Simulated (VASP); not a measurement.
Crystal: CdSe (Cadmoselite).

```
Cd Se
1.0
     4.27114    0.00000    0.00000
    -2.13557    3.69892    0.00000
     0.00000    0.00000    6.97288
Cd Se
2 2
Direct
  0.66667 0.33333 0.50000
  0.33333 0.66667 0.00000
  0.66667 0.33333 0.88500
  0.33333 0.66667 0.38500
```

Base run:

| Quantity | Value |
| --- | --- |
| Program | VASP 6.6.1 |
| Functional | revPBE |
| Dispersion | D3(BJ) |
| Potentials or basis | VASP PAW PBE potentials, release 64 (Cd, Se) |
| Cutoff | 520 eV |
| k mesh | 7 × 7 × 4 |
| Occupations | fermi-dirac, width 0.05 eV |
| Spin | no spin polarisation |

Its results: band gap on the k mesh 0.87 eV, direct; pressure 1.8 GPa; largest force 0.321 eV/Å.

Problem. The run is repeated on the same cell with these changes: functional from revPBE to RPBE; dispersion from D3(BJ) to D4. What comes out?

Solution. Band gap on the k mesh 0.92 eV, direct; pressure 2.4 GPa; largest force 0.316 eV/Å.

Several settings changed at once, so the effect can't be laid on one alone.

Caveats: the PAW data sets were made with another functional, which shifts forces and pressure a little.

